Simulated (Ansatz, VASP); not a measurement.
**One calculation of Hg, two programs**

File INCAR:

```
  PREC = Accurate
  ENCUT = 520
  EDIFF = 1E-8
  ISMEAR = -1
  SIGMA = 0.05
  LREAL = F
  LASPH = T
  NELM = 80
  ALGO = Normal
  ISIF = 2
  LWAVE = F
  LCHARG = F
  GGA = PS
  LEFG = T
  NBANDS = 25
```

Contents of KPOINTS:

```
Automatic mesh
0
Gamma
  8 8 9
```

POSCAR

```
Hg
1.0
    4.5248179541      0.0000000000      0.0000000000
   -2.2624089771      3.9186072957      0.0000000000
    0.0000000000      0.0000000000      3.8570567595
Hg
3
Direct
    0.3333333333      0.6666666667      0.5000000000
    0.0000000000      0.0000000000      0.0000000000
    0.6666666667      0.3333333333      0.5000000000
```

Input for Ansatz:

```yaml
crystal:
  lattice:
    - [4.5248179541, 0.0, 0.0]
    - [-2.2624089771, 3.9186072957, 0.0]
    - [0.0, 0.0, 3.8570567595]
  atoms:
    - { symbol: Hg, position: [0.3333333333, 0.6666666667, 0.5] }
    - { symbol: Hg, position: [0.0, 0.0, 0.0] }
    - { symbol: Hg, position: [0.6666666667, 0.3333333333, 0.5] }
kpoints:
  mp_grid: { grid: [8, 8, 9] }
scf:
  occupations: { method: fermi_dirac, width: 0.05 }
hamiltonian:
  xc: pbesol
  pseudopotentials: { kind: paw }
output:
  forces: true
  stress: true
  eigenvalues: true
  efg: { contact_densities: true }
```

Change from the starting cell: volume scaled by 0.99, PAW files.

Alike in both runs: task electric field gradients; functional PBEsol; k mesh 8 × 8 × 9; occupations fermi-dirac, width 0.05 eV; no spin polarisation.

```csv
,VASP,Ansatz
version,VASP 6.6.1,Ansatz 0.2.0
potentials or method,"VASP PAW PBE potentials, release 64 (Hg)","PAW with Ansatz's default frozen-core files, scalar-relativistic"
plane-wave cutoff (eV),520,420
valence electrons in the cell,36,60
```

Ansatz gave:

* pressure (GPa): 8.6
* traceless stress, the component that is largest in VASP (GPa): -8.79
* size of Vzz on the site where it differs most (V/Å²): 263.0

Task: What did VASP give for the same quantities?

Result: Pressure (GPa): 9.5; traceless stress, the component that is largest in VASP (GPa): -9.42; size of Vzz on the site where it differs most (V/Å²): 344.6.

VASP's potentials were made for PBE, not for PBEsol. The functional is the same, so the differences come from potentials, cutoffs and numerics. VASP's potentials hold 36 valence electrons a cell and Ansatz's 60, so a difference there can come from the potentials and not from the codes.

Spin-orbit coupling is off throughout.
